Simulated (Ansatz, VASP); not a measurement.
# Al in VASP and in Ansatz

```
Al
1.0
     2.75825    0.00000    0.00000
    -1.37912    2.38871    0.00000
     0.00000    0.00000    4.44799
Al
2
Direct
  0.33333 0.66667 0.25000
  0.66667 0.33333 0.75000
```

Alike in both runs: task single point; functional LDA; k mesh 14 × 14 × 8; occupations fermi-dirac, width 0.1 eV; no spin polarisation.

|  | VASP | Ansatz |
| --- | --- | --- |
| version | VASP 6.6.1 | Ansatz 0.2.0 |
| potentials or method | VASP PAW LDA potentials, release 64 (Al), cutoff 520 eV | plane waves (420 eV) with PAW, scalar-relativistic |
| valence electrons in the cell | 6 | 6 |

Ansatz gave:

- pressure (GPa): 8.1
- traceless stress, the component that is largest in VASP (GPa): 1.73

Problem. Estimate VASP's values.

Solution. Pressure (GPa): 8.3; traceless stress, the component that is largest in VASP (GPa): 1.74.

Ansatz warns that its potentials were made for another functional, while VASP's fit it. LDA's correlation is that of Perdew and Zunger in VASP and of Perdew and Wang (1992) in Ansatz.
